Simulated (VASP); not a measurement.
# Ta3Cu (I4/mmm) in VASP: notebook, part 2 of 2

VASP 6.6.1.

**3. Single point, PBEsol**

This run uses another cell than the first one, of 17.96 Å³/atom, 1.019 times its volume.

Input file INCAR:

```
SYSTEM = Ta3Cu
PREC = Accurate
ENCUT = 520
EDIFF = 1E-7
ISMEAR = -1
SIGMA = 0.05
LREAL = .False.
LASPH = .True.
NELM = 60
ALGO = Fast
ISIF = 2
LWAVE = .False.
LCHARG = .False.
GGA = PS
NBANDS = 30
```

Input file KPOINTS:

```
regular mesh
0
Gamma
  9 9 9
  0 0 0
```

Input file POSCAR:

```
Ta3Cu
1.0
   -2.0458602655      2.0458602655      4.2907040909
    2.0458602655     -2.0458602655      4.2907040909
    2.0458602655      2.0458602655     -4.2907040909
Ta Cu
3 1
Direct
    0.5000000000      0.5000000000      0.0000000000
    0.2500000000      0.7500000000      0.5000000000
    0.7500000000      0.2500000000      0.5000000000
    0.0000000000      0.0000000000      0.0000000000
```

Potentials or basis: VASP PAW PBE potentials, release 64 (Ta_pv, Cu).

Launch:

```bash
$ cat potpaw_PBE.64/Ta_pv/POTCAR potpaw_PBE.64/Cu/POTCAR > POTCAR
$ mpirun -np 1 vasp_std > vasp.out
```

OUTCAR:

```text
SYSTEM = Ta3Cu
   PREC = Accurate
   ENCUT = 520
   EDIFF = 1E-7
   ISMEAR = -1
   LREAL = .False.
   LASPH = .True.
   NELM = 60
   ISIF = 2
   GGA = PS

 ion  position               nearest neighbor table
   1  0.500  0.500  0.000-   4 2.89   4 2.89   4 2.89   4 2.89   3 2.96   2 2.96   3 2.96   3 2.96
                             2 2.96   2 2.96   3 2.96   2 2.96
   2  0.250  0.750  0.500-   3 2.89   3 2.89   3 2.89   3 2.89   4 2.96   1 2.96   4 2.96   1 2.96
                             4 2.96   4 2.96   1 2.96   1 2.96
   3  0.750  0.250  0.500-   2 2.89   2 2.89   2 2.89   2 2.89   4 2.96   1 2.96   4 2.96   4 2.96
                             1 2.96   1 2.96   4 2.96   1 2.96
   4  0.000  0.000  0.000-   1 2.89   1 2.89   1 2.89   1 2.89   3 2.96   2 2.96   3 2.96   2 2.96
                             3 2.96   3 2.96   2 2.96   2 2.96

  LATTYP: Found a body centered tetragonal cell.
 ALAT       =     4.0917205310
 C/A-ratio  =     2.0972615595

  Lattice vectors:

 A1 = (  -2.0458602655,   2.0458602655,   4.2907040909)
 A2 = (   2.0458602655,  -2.0458602655,   4.2907040909)
 A3 = (   2.0458602655,   2.0458602655,  -4.2907040909)

Analysis of symmetry for initial positions (statically):
=====================================================================
 Subroutine PRICEL returns:
 Original cell was already a primitive cell.

 Routine SETGRP: Setting up the symmetry group for a
 body centered tetragonal supercell.

 Subroutine GETGRP returns: Found 16 space group operations
 (whereof 16 operations were pure point group operations)
 out of a pool of 16 trial point group operations.

The static configuration has the point symmetry D_4h.

Analysis of symmetry for dynamics (positions and initial velocities):
=====================================================================
 Subroutine PRICEL returns:
 Original cell was already a primitive cell.

 Routine SETGRP: Setting up the symmetry group for a
 body centered tetragonal supercell.

 Subroutine GETGRP returns: Found 16 space group operations
 (whereof 16 operations were pure point group operations)
 out of a pool of 16 trial point group operations.

The dynamic configuration has the point symmetry D_4h.

 Subroutine INISYM returns: Found 16 space group operations
 (whereof 16 operations are pure point group operations),
 and found     1 'primitive' translations

----------------------------------------------------------------------------------------

                                     Primitive cell

  volume of cell :      71.8357

  direct lattice vectors                    reciprocal lattice vectors
    -2.045860265  2.045860265  4.290704091     0.000000000  0.244395968  0.116530991
     2.045860265 -2.045860265  4.290704091     0.244395968  0.000000000  0.116530991
     2.045860265  2.045860265 -4.290704091     0.244395968  0.244395968  0.000000000

  length of vectors
     5.175058458  5.175058458  5.175058458     0.270756091  0.270756091  0.345628093

  position of ions in fractional coordinates (direct lattice)
     0.500000000  0.500000000  0.000000000
     0.250000000  0.750000000  0.500000000
     0.750000000  0.250000000  0.500000000
     0.000000000  0.000000000  0.000000000

  ion indices of the primitive-cell ions
   primitive index   ion index
                 1           1
                 2           2
[... 30 lines left out ...]
            Coordinates               Weight
  0.000000  0.000000  0.000000      1.000000
  0.111111  0.000000  0.000000      8.000000
  0.222222 -0.000000  0.000000      8.000000
  0.333333  0.000000 -0.000000      8.000000
  0.444444 -0.000000  0.000000      8.000000
  0.111111  0.111111  0.000000      8.000000
[... 16 lines left out ...]
 -0.333333  0.333333  0.000000      4.000000
  0.444444  0.444444  0.000000      8.000000
 [... further k-points ...]
   k-points           NKPTS =     75   k-points in BZ     NKDIM =     75   number of bands    NBANDS=     30
   number of dos      NEDOS =    301   number of ions     NIONS =      4
   total plane-waves  NPLWV =  64000
   dimension x,y,z NGX =    40 NGY =   40 NGZ =   40
   dimension x,y,z NGXF=    80 NGYF=   80 NGZF=   80
   ions per type =               3   1
   NGX,Y,Z   is equivalent  to a cutoff of  12.85, 12.85, 12.85 a.u.
   NGXF,Y,Z  is equivalent  to a cutoff of  25.70, 25.70, 25.70 a.u.
 SYSTEM =  Ta3Cu
   PREC   = accura    normal or accurate (medium, high low for compatibility)
   ISTART =      0    job   : 0-new  1-cont  2-samecut
   ICHARG =      2    charge: 1-file 2-atom 10-const
   ISPIN  =      1    spin polarized calculation?
   LNONCOLLINEAR =      F non collinear calculations
   LSORBIT =      F    spin-orbit coupling
   LASPH  =      T    aspherical Exc in radial PAW
   ENCUT  =  520.0 eV  38.22 Ry    6.18 a.u.   9.62  9.62  9.62*2*pi/ulx,y,z
   NELM   =     60;   NELMIN=  2; NELMDL= -5     # of ELM steps
   EDIFF  = 0.1E-06   stopping-criterion for ELM
   LREAL  =      F    real-space projection
   EDIFFG = 0.1E-05   stopping-criterion for IOM
   NSW    =      0    number of steps for IOM
   IBRION =     -1    ionic relax: 0-MD 1-quasi-New 2-CG
   NFREE  =      0    steps in history (QN), initial steepest desc. (CG)
   ISIF   =      2    stress and relaxation
   ISYM   =      2    0-nonsym 1-usesym 2-fastsym
   POTIM  = 0.5000    time-step for ionic-motion
   TEBEG  =    0.0;   TEEND  =   0.0 temperature during run
   PSTRESS=    0.0 pullay stress
   NELECT =      44.0000    total number of electrons
   NUPDOWN=      -1.0000    fix difference up-down
   EMIN   =  10.00;   EMAX   =-10.00  energy-range for DOS
   EFERMI =   0.00;   METHOD = LEGACY
   ISMEAR =    -1;   SIGMA  =   0.05  broadening in eV -4-tet -1-fermi 0-gaus
   EFERMI_NEDOS =   21; number of points for ismear=-14 and -15
   IALGO  =     68    algorithm
   IMIX   =      4    mixing-type and parameters
     AMIX     =   0.40;   BMIX     =  1.00
     AMIX_MAG =   1.60;   BMIX_MAG =  1.00
  volume/ion in A,a.u.               =      17.96       121.19
  Fermi-wavevector in a.u.,A,eV,Ry     =   1.390312  2.627308 26.299613  1.932967
  Thomas-Fermi vector in A             =   2.514259
   LORBIT       =      0    0 simple, 1 ext, 2 COOP (PROOUT), +10 PAW based schemes
   GGA     = PS    functional components
   LHFCALC =     F    Hartree Fock is set to
   AEXX    =    0.0000 exact exchange contribution
   IVDW    =     0    specifies the selected vdW correction
   LEPSILON=     F    determine dielectric tensor
   LRPA    =     F    only Hartree local field effects (RPA)
 non-spin polarized calculation
 RMM-DIIS sequential band-by-band and
  energy-cutoff  :      520.00
  volume of cell :       71.84
 maximum number of plane-waves:      1953
   NGX = 19   NGY = 19   NGZ = 19

 number of electron      44.0000003 magnetization

 Free energy of the ion-electron system (eV)
  ---------------------------------------------------
  ext. energy  EPLUGINS =         0.00000000
  ---------------------------------------------------
  free energy    TOTEN  =       -40.97678869 eV

  energy without entropy =      -40.94154567  energy(sigma->0) =      -40.95916718

 E-fermi :   5.3104     XC(G=0): -12.3050

 val. band max:        5.2954567241   @ k =  -0.2222   0.3333   0.1111
 cond. band min:       5.3201942173   @ k =   0.2222   0.1111   0.0000
 fundamental gap:      0.0247374933
 Fermi energy:         5.3103626110

 k-point     1 :       0.0000    0.0000    0.0000
  band No.  band energies     occupation
      1     -29.2967      2.00000
      2     -29.1608      2.00000
      3     -29.1608      2.00000
      4     -29.0281      2.00000
      5     -29.0281      2.00000
      6     -28.8883      2.00000
[... 781 lines left out ...]
     29       9.0433      0.00000
     30       9.0626      0.00000

 [... further k-points ...]

------------------------ aborting loop because EDIFF is reached ----------------------------------------

  FORCE on cell =-STRESS in cart. coord.  units (eV):
  Direction    XX          YY          ZZ          XY          YZ          ZX
  --------------------------------------------------------------------------------------
  -------------------------------------------------------------------------------------
  Total       -6.6502382     -6.6502382     -6.7392123      0.0000000      0.0000000      0.0000000
  in kB     -148.3225863   -148.3225863   -150.3070069      0.0000000      0.0000000      0.0000000
  external PRESSURE =    -148.9840598 kB  Pullay stress =       0.0000000 kB

 VOLUME and BASIS-vectors are now :
 -----------------------------------------------------------------------------
  energy-cutoff  :      520.00
  volume of cell :       71.84
      direct lattice vectors                 reciprocal lattice vectors
    -2.045860265  2.045860265  4.290704091     0.000000000  0.244395968  0.116530991
     2.045860265 -2.045860265  4.290704091     0.244395968  0.000000000  0.116530991
     2.045860265  2.045860265 -4.290704091     0.244395968  0.244395968  0.000000000

 POSITION                                       TOTAL-FORCE (eV/Angst)
 -----------------------------------------------------------------------------------
      0.00000      0.00000      4.29070         0.000000      0.000000      0.000000
      2.04586      0.00000      2.14535        -0.000000      0.000000     -0.000000
      0.00000      2.04586      2.14535         0.000000     -0.000000     -0.000000
      0.00000      0.00000      0.00000         0.000000      0.000000      0.000000
 -----------------------------------------------------------------------------------
    total drift:                               -0.000000     -0.000000      0.000000

  FREE ENERGIE OF THE ION-ELECTRON SYSTEM (eV)
  ---------------------------------------------------
  free  energy   TOTEN  =       -40.9767886910 eV

  energy  without entropy=      -40.9415456740  energy(sigma->0) =      -40.95916718
```

stdout:

```text
POSCAR found type information on POSCAR TaCu
 POSCAR found :  2 types and       4 ions
 scaLAPACK will be used
 -----------------------------------------------------------------------------
|                                                                             |
|                                                                             |
|     You enforced a specific xc type in the INCAR file but a different       |
|     I HOPE YOU KNOW WHAT YOU ARE DOING!                                     |
|                                                                             |
 -----------------------------------------------------------------------------

 LDA part: xc-table for (Slater+PW92), standard interpolation
 POSCAR, INCAR and KPOINTS ok, starting setup
 FFT: planning ... GRIDC
 FFT: planning ... GRID_SOFT
 FFT: planning ... GRID
 WAVECAR not read
 entering main loop
```

It took 3.3 min on 1 thread of Intel Xeon 6975P-C (Granite Rapids), shared host; peak memory 0.33 GiB.

Results:

| Quantity | Value |
| --- | --- |
| Free energy | -40.9768 eV |
| Pressure | -14.9 GPa |
| Band gap on the k mesh | zero (band 22 reaches 6.08 eV, above the bottom of band 23 at 4.89 eV) |

Caveat: the PAW data sets were made with another functional, which shifts forces and pressure a little; spin-orbit coupling is left out, which moves the levels of the heavy elements.
